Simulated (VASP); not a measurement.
# C3O (Fm-3m) in VASP: further runs

The runs below take C3O through single point, with PBE+D3(BJ).

All numbers are computed with VASP 6.6.1; they aren't measurements. Logs are shortened: lines on timing, memory, paths and dates and some standing lists are left out, and cuts for length are marked.

## Step 1: The cell of the first run

Symmetry: Fm-3m, No. 225, cubic system. The conventional cell has a = 6.199 Å, b = 6.199 Å, c = 6.199 Å, α = 90.00°, β = 90.00°, γ = 90.00°. C (site symmetry -43m) has 4 O at 2.68 Å and 10 C at 2.68 to 3.10 Å within 3.5 Å. Within 3.5 Å of C (site symmetry m-3m) lie 8 C at 2.68 Å and 6 O at 3.10 Å. Within 3.5 Å of O (site symmetry m-3m) lie 14 C at 2.68 to 3.10 Å.

The cell was generated, and may not be a known phase.

## Step 2: Single point, PBE+D3(BJ)

The input, INCAR:

```
PREC = Accurate
ENCUT = 520
EDIFF = 1E-6
ISMEAR = 0
SIGMA = 0.1
LREAL = F
LASPH = T
NELM = 100
ALGO = Normal
ISIF = 2
LWAVE = F
LCHARG = F
GGA = PE
IVDW = 12
NBANDS = 17
```

The input, KPOINTS:

```
regular mesh
0
Gamma
  6 6 6
```

The input, POSCAR:

```
C3O
1.0
    0.0000000000      3.0995488200      3.0995488200
    3.0995488200      0.0000000000      3.0995488200
    3.0995488200      3.0995488200      0.0000000000
C O
3 1
Direct
    0.7500000000      0.7500000000      0.7500000000
    0.5000000000      0.5000000000      0.5000000000
    0.2500000000      0.2500000000      0.2500000000
    0.0000000000      0.0000000000      0.0000000000
```

Potentials or basis: VASP PAW PBE potentials, release 64 (C, O).

Run with:

```
> cat potpaw_PBE.64/C/POTCAR potpaw_PBE.64/O/POTCAR > POTCAR
> mpirun -np 1 vasp_std > vasp.out
```

OUTCAR:

```text
PREC = Accurate
   ENCUT = 520
   EDIFF = 1E-6
   ISMEAR = 0
   LREAL = F
   LASPH = T
   NELM = 100
   ISIF = 2
   GGA = PE
   IVDW = 12
 IVDW          = 12

 ion  position               nearest neighbor table
   1  0.750  0.750  0.750-
   2  0.500  0.500  0.500-
   3  0.250  0.250  0.250-
   4  0.000  0.000  0.000-

  LATTYP: Found a face centered cubic cell.
 ALAT       =     6.1990976400

  Lattice vectors:

 A1 = (   0.0000000000,   3.0995488200,   3.0995488200)
 A2 = (   3.0995488200,   0.0000000000,   3.0995488200)
 A3 = (   3.0995488200,   3.0995488200,   0.0000000000)

Analysis of symmetry for initial positions (statically):
=====================================================================
 Subroutine PRICEL returns:
 Original cell was already a primitive cell.

 Routine SETGRP: Setting up the symmetry group for a
 face centered cubic supercell.

 Subroutine GETGRP returns: Found 48 space group operations
 (whereof 48 operations were pure point group operations)
 out of a pool of 48 trial point group operations.

The static configuration has the point symmetry O_h .

Analysis of symmetry for dynamics (positions and initial velocities):
=====================================================================
 Subroutine PRICEL returns:
 Original cell was already a primitive cell.

 Routine SETGRP: Setting up the symmetry group for a
 face centered cubic supercell.

 Subroutine GETGRP returns: Found 48 space group operations
 (whereof 48 operations were pure point group operations)
 out of a pool of 48 trial point group operations.

The dynamic configuration has the point symmetry O_h .

 Subroutine INISYM returns: Found 48 space group operations
 (whereof 48 operations are pure point group operations),
 and found     1 'primitive' translations

----------------------------------------------------------------------------------------

                                     Primitive cell

  volume of cell :      59.5560

  direct lattice vectors                    reciprocal lattice vectors
     0.000000000  3.099548820  3.099548820    -0.161313801  0.161313801  0.161313801
     3.099548820  0.000000000  3.099548820     0.161313801 -0.161313801  0.161313801
     3.099548820  3.099548820  0.000000000     0.161313801  0.161313801 -0.161313801

[... 77 lines left out ...]
   NELM   =    100;   NELMIN=  2; NELMDL= -5     # of ELM steps
   EDIFF  = 0.1E-05   stopping-criterion for ELM
   LREAL  =      F    real-space projection
   EDIFFG = 0.1E-04   stopping-criterion for IOM
   NSW    =      0    number of steps for IOM
   IBRION =     -1    ionic relax: 0-MD 1-quasi-New 2-CG
   NFREE  =      0    steps in history (QN), initial steepest desc. (CG)
   ISIF   =      2    stress and relaxation
   ISYM   =      2    0-nonsym 1-usesym 2-fastsym
   POTIM  = 0.5000    time-step for ionic-motion
   TEBEG  =    0.0;   TEEND  =   0.0 temperature during run
   PSTRESS=    0.0 pullay stress
   NELECT =      18.0000    total number of electrons
   NUPDOWN=      -1.0000    fix difference up-down
   EMIN   =  10.00;   EMAX   =-10.00  energy-range for DOS
   EFERMI =   0.00;   METHOD = LEGACY
   ISMEAR =     0;   SIGMA  =   0.10  broadening in eV -4-tet -1-fermi 0-gaus
   EFERMI_NEDOS =   21; number of points for ismear=-14 and -15
   IALGO  =     38    algorithm
   IMIX   =      4    mixing-type and parameters
     AMIX     =   0.40;   BMIX     =  1.00
     AMIX_MAG =   1.60;   BMIX_MAG =  1.00
  volume/ion in A,a.u.               =      14.89       100.48
  Fermi-wavevector in a.u.,A,eV,Ry     =   1.098645  2.076137 16.422501  1.207020
  Thomas-Fermi vector in A             =   2.235026
   LORBIT       =      0    0 simple, 1 ext, 2 COOP (PROOUT), +10 PAW based schemes
   GGA     = PE    functional components
   LHFCALC =     F    Hartree Fock is set to
   AEXX    =    0.0000 exact exchange contribution
   IVDW    =    12    specifies the selected vdW correction
   LEPSILON=     F    determine dielectric tensor
   LRPA    =     F    only Hartree local field effects (RPA)
 non-spin polarized calculation
 Gauss-broadening in eV      SIGMA  =   0.10
  energy-cutoff  :      520.00
  volume of cell :       59.56
 maximum number of plane-waves:      1639
 NGX is ok and might be reduce to    36
   NGX = 17   NGY = 17   NGZ = 17

 number of electron      17.9999998 magnetization

 Free energy of the ion-electron system (eV)
  ---------------------------------------------------
  ext. energy  EPLUGINS =         0.00000000
  ---------------------------------------------------
  free energy    TOTEN  =       -12.86017026 eV

  energy without entropy =      -12.83811477  energy(sigma->0) =      -12.84914252

 E-fermi :  -0.3753     XC(G=0):  -9.3145

 val. band max:       -0.4238905656   @ k =  -0.3333   0.3333   0.0000
 cond. band min:      -0.3472986548   @ k =   0.5000   0.5000   0.0000
 fundamental gap:      0.0765919107
 Fermi energy:        -0.3752777468

 k-point     1 :       0.0000    0.0000    0.0000
  band No.  band energies     occupation
      1     -16.4924      2.00000
      2     -10.7173      2.00000
      3      -7.5155      2.00000
      4      -6.2175      2.00000
      5      -1.8392      2.00000
      6      -1.8392      2.00000
[... 297 lines left out ...]
      4      -8.6145      2.00000
      5      -3.0348      2.00000
      6      -2.8819      2.00000
[... 9 lines left out ...]
     16       2.5449      0.00000
     17      13.1129      0.00000

------------------------ aborting loop because EDIFF is reached ----------------------------------------

 Edisp (eV)   -0.61128

 E8    (eV) :    -0.1724

  FORCE on cell =-STRESS in cart. coord.  units (eV):
  Direction    XX          YY          ZZ          XY          YZ          ZX
  --------------------------------------------------------------------------------------
  -------------------------------------------------------------------------------------
  Total     -10.19003   -10.19003   -10.19003    -0.00000     0.00000     0.00000
  in kB    -274.13255  -274.13255  -274.13255    -0.00000     0.00000     0.00000
  external pressure =     -274.13 kB  Pullay stress =        0.00 kB

 VOLUME and BASIS-vectors are now :
 -----------------------------------------------------------------------------
  energy-cutoff  :      520.00
  volume of cell :       59.56
      direct lattice vectors                 reciprocal lattice vectors
     0.000000000  3.099548820  3.099548820    -0.161313801  0.161313801  0.161313801
     3.099548820  0.000000000  3.099548820     0.161313801 -0.161313801  0.161313801
     3.099548820  3.099548820  0.000000000     0.161313801  0.161313801 -0.161313801

 POSITION                                       TOTAL-FORCE (eV/Angst)
 -----------------------------------------------------------------------------------
      4.64932      4.64932      4.64932        -0.000000     -0.000000     -0.000000
      3.09955      3.09955      3.09955         0.000000      0.000000      0.000000
      1.54977      1.54977      1.54977         0.000000      0.000000      0.000000
      0.00000      0.00000      0.00000         0.000000      0.000000      0.000000
 -----------------------------------------------------------------------------------
    total drift:                               -0.000000      0.000000      0.000000

  FREE ENERGIE OF THE ION-ELECTRON SYSTEM (eV)
  ---------------------------------------------------
  free  energy   TOTEN  =       -13.4714498939 eV

  energy  without entropy=      -13.4493944082  energy(sigma->0) =      -13.46042215
```

stdout:

```text
POSCAR found type information on POSCAR C O
 POSCAR found :  2 types and       4 ions
 scaLAPACK will be used
 LDA part: xc-table for (Slater+PW92), standard interpolation
 POSCAR, INCAR and KPOINTS ok, starting setup
 FFT: planning ... GRIDC
 FFT: planning ... GRID_SOFT
 FFT: planning ... GRID
 WAVECAR not read
 entering main loop
```

Run time: 14 s. Hardware: 1 thread of AMD EPYC 9R45 (Zen 5), shared host; peak memory 0.17 GiB.

What came out:

* Free energy: -13.4714 eV
* Pressure: -27.4 GPa
* Band gap on the k mesh: zero (bands 9 and 10 overlap by 0.77 eV)
* Dispersion energy per atom: -0.153 eV

Caveat: the cell stands under tension.

## Step 3: Single point, PBE+D3(BJ), collinear spin, ferromagnetic start

This run uses another cell than the first one, of 6.95 Å³/atom.

The input, INCAR:

```
  PREC = Accurate
  ENCUT = 520
  EDIFF = 1E-6
  ISMEAR = 0
  SIGMA = 0.1
  LREAL = False
  LASPH = True
  NELM = 150
  ALGO = Normal
  ISIF = 2
  LWAVE = False
  LCHARG = True
  ISPIN = 2
  MAGMOM = 1 1 1 1
  LORBIT = 11
  GGA = PE
  IVDW = 12
  LELF = True
  LVHAR = True
  NBANDS = 21
```

KPOINTS is that of step 2.

The input, POSCAR:

```
C3O
1.0
    0.0000000000      2.4045859906      2.4045859906
    2.4045859906      0.0000000000      2.4045859906
    2.4045859906      2.4045859906      0.0000000000
C O
3 1
Direct
    0.7500000000      0.7500000000      0.7500000000
    0.5000000000      0.5000000000      0.5000000000
    0.2500000000      0.2500000000      0.2500000000
    0.0000000000      0.0000000000      0.0000000000
```

Potentials or basis: VASP PAW PBE potentials, release 64 (C, O).

Run with:

```
> cat potpaw_PBE.64/C/POTCAR potpaw_PBE.64/O/POTCAR > POTCAR
> mpirun -np 1 vasp_std > vasp.out
```

Run time: 19 s. Hardware: 1 thread of AMD EPYC 9R45 (Zen 5), shared host; peak memory 0.15 GiB.

It converged, with:

| Property | Result |
| --- | --- |
| Free energy | -18.4942 eV |
| Pressure | 0.0 GPa |
| Band gap on the k mesh | zero (filled and empty bands overlap) |
| Net moment | 0.00 μB per cell |
| Valence electrons inside the program's atomic spheres | C 2.01, 2.09 (each value once); O 4.81 |
| Dispersion energy per atom | -0.200 eV |

Levels at points of the mesh, in eV from the Fermi level:
Spin up:
| k point | band 7 | band 8 | band 9 | band 10 | band 11 | band 12 |
| --- | --- | --- | --- | --- | --- | --- |
| (0.00, 0.00, 0.00) | -2.39 | -2.39 | -2.39 | -1.41 | -1.41 | -1.41 |
| (0.50, 0.00, 0.00) | -3.92 | -3.92 | -0.51 | 0.90 | 2.71 | 2.71 |
| (0.50, 0.50, 0.00) | 0.09 | 0.40 | 0.40 | 2.31 | 3.27 | 3.27 |
Spin down:
| k point | band 5 | band 6 | band 7 | band 8 | band 9 | band 10 | band 11 | band 12 | band 13 | band 14 |
| --- | --- | --- | --- | --- | --- | --- | --- | --- | --- | --- |
| (0.00, 0.00, 0.00) | -4.28 | -4.28 | -2.39 | -2.39 | -2.39 | -1.41 | -1.41 | -1.41 | -0.99 | 7.19 |
| (0.50, 0.00, 0.00) | -5.36 | -5.24 | -3.92 | -3.92 | -0.50 | 0.90 | 2.71 | 2.71 | 4.94 | 5.43 |
| (0.50, 0.50, 0.00) | -8.34 | -8.14 | 0.09 | 0.40 | 0.40 | 2.31 | 3.27 | 3.27 | 4.41 | 4.87 |

Caveat: the k points lie up to 0.38 Å⁻¹ apart, too coarse for converged energies and pressures of a metal.

## Step 4: Single point, PBE+D3(BJ), collinear spin, ferromagnetic start

The input, INCAR:

```
SYSTEM = C3O
PREC = Accurate
ENCUT = 520
EDIFF = 1E-6
ISMEAR = 0
SIGMA = 0.1
LREAL = .FALSE.
LASPH = .TRUE.
NELM = 150
ALGO = Normal
ISIF = 2
LWAVE = .FALSE.
LCHARG = .FALSE.
ISPIN = 2
MAGMOM = 1 1 1 1
LORBIT = 11
GGA = PE
IVDW = 12
NBANDS = 21
```

The input, KPOINTS:

```
regular mesh
0
G
  6 6 6
  0 0 0
```

The input, POSCAR:

```
C3O
1.0
    0.0000000000      3.0995488200      3.0995488200
    3.0995488200      0.0000000000      3.0995488200
    3.0995488200      3.0995488200      0.0000000000
C O
3 1
Direct
    0.7500000000      0.7500000000      0.7500000000
    0.5000000000      0.5000000000      0.5000000000
    0.2500000000      0.2500000000      0.2500000000
    0.0000000000      0.0000000000      0.0000000000
```

Run with:

```
> cat potpaw_PBE.64/C/POTCAR potpaw_PBE.64/O/POTCAR > POTCAR
> mpirun -np 1 vasp_std > vasp.out
```

Run time: 55 s. Hardware: 1 thread of AMD EPYC 9R45 (Zen 5), shared host; peak memory 0.21 GiB.

It converged, with:

| Quantity | Value |
| --- | --- |
| Free energy | -13.4714 eV |
| Pressure | -27.4 GPa |
| Band gap on the k mesh | zero (filled and empty bands overlap) |
| Net moment | 0.00 μB per cell |
| Valence electrons inside the program's atomic spheres | C 1.88, 1.92 (each value once); O 4.62 |
| Dispersion energy per atom | -0.153 eV |

Levels at points of the mesh, in eV from the Fermi level:
Spin up:
| k point | band 5 | band 6 | band 7 | band 8 | band 9 | band 10 | band 11 | band 12 | band 13 | band 14 |
| --- | --- | --- | --- | --- | --- | --- | --- | --- | --- | --- |
| (0.00, 0.00, 0.00) | -1.46 | -1.46 | -1.46 | -0.41 | -0.41 | -0.41 | -0.21 | -0.21 | -0.21 | 3.07 |
| (0.50, 0.00, 0.00) | -1.89 | -1.89 | -1.18 | -1.18 | -1.01 | -0.42 | 1.37 | 1.37 | 1.70 | 2.73 |
| (0.50, 0.50, 0.00) | -3.22 | -3.22 | -0.68 | 0.03 | 0.25 | 0.25 | 1.60 | 1.65 | 1.65 | 1.98 |
Spin down:
| k point | band 5 | band 6 | band 7 | band 8 | band 9 | band 10 | band 11 | band 12 | band 13 | band 14 |
| --- | --- | --- | --- | --- | --- | --- | --- | --- | --- | --- |
| (0.00, 0.00, 0.00) | -1.46 | -1.46 | -1.46 | -0.41 | -0.41 | -0.41 | -0.21 | -0.21 | -0.21 | 3.07 |
| (0.50, 0.00, 0.00) | -1.89 | -1.89 | -1.18 | -1.18 | -1.01 | -0.42 | 1.37 | 1.37 | 1.70 | 2.73 |
| (0.50, 0.50, 0.00) | -3.22 | -3.22 | -0.68 | 0.03 | 0.25 | 0.25 | 1.60 | 1.65 | 1.65 | 1.98 |

Caveat: the cell stands under tension.

## Step 5: The runs side by side

| spin | cell | gap on the mesh (eV) | pressure (GPa) | moment (μB) |
| --- | --- | --- | --- | --- |
| off | a = 4.383 Å, angles 60.0°, 4 atoms | none | -27.4 | - |
| collinear, ferromagnetic start | a = 3.401 Å, angles 60.0°, 4 atoms | none | 0.0 | 0.00 |
| collinear, ferromagnetic start | a = 4.383 Å, angles 60.0°, 4 atoms | none | -27.4 | 0.00 |

Alike in all rows: task single point; level PBE+D3(BJ); potentials or basis VASP PAW PBE potentials, release 64 (C, O); k mesh 6 × 6 × 6; cutoff (eV) 520; smearing gaussian 0.1 eV.

Caveats: some runs use coarse meshes; the cell stands under tension (at least some runs).

Absolute energies hang on the potentials; compare differences alone.

The gap in the log of VASP goes by the Fermi energy; the results here count the filled bands.